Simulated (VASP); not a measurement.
Set up this calculation in VASP 6.6.1, as the native input.

| Item | Value |
| --- | --- |
| Task | single point |
| Functional | PBEsol |
| Potentials or basis | VASP PAW PBE potentials, release 64 (Co) |
| Cutoff | 520 eV |
| k mesh | 14 × 14 × 8 |
| Occupations | fermi-dirac, width 0.05 eV |
| Spin | collinear spin, ferromagnetic start |
| Starting moments | [1.7, 1.7] μB |
| Dipole correction | no |
| Further INCAR settings | ALGO = Normal; EDIFF = 1e-07; NBANDS = 20 |

The structure of Co lies in POSCAR:

```
Co
1.0
    2.4538478462      0.0000000000      0.0000000000
   -1.2269239231      2.1250945719      0.0000000000
    0.0000000000      0.0000000000      3.9676416163
Co
2
Direct
    0.3333333333      0.6666666667      0.2500000000
    0.6666666667      0.3333333333      0.7500000000
```

These files were run (other wordings do the same):

INCAR

```
PREC = Accurate
ENCUT = 520
EDIFF = 1E-7
ISMEAR = -1
SIGMA = 0.05
LREAL = F
LASPH = T
NELM = 150
ALGO = Normal
ISIF = 2
LWAVE = F
LCHARG = T
ISPIN = 2
MAGMOM = 1.7 1.7
LORBIT = 11
LMAXMIX = 4
GGA = PS
LELF = T
LVHAR = T
NBANDS = 20
```

KPOINTS

```
Automatic mesh
0
Gamma
  14 14 8
```

Potentials or basis: VASP PAW PBE potentials, release 64 (Co).

The run is started by

```console
$ cat potpaw_PBE.64/Co/POTCAR > POTCAR
$ mpirun -np 1 vasp_std > vasp.out
```

Results of the run:

| Item | Value |
| --- | --- |
| Pressure | -0.9 GPa |
| Net moment | 3.06 μB per cell |
| Site moments | Co +1.54 μB |
| Valence electrons inside the program's atomic spheres | Co 8.37 |

Caveat: the PAW data sets were made with another functional, which shifts forces and pressure a little.

Wall time 43 s on 1 thread of Intel(R) Xeon(R) 6975P-C (Granite Rapids), on a shared host, peak memory 0.18 GiB.
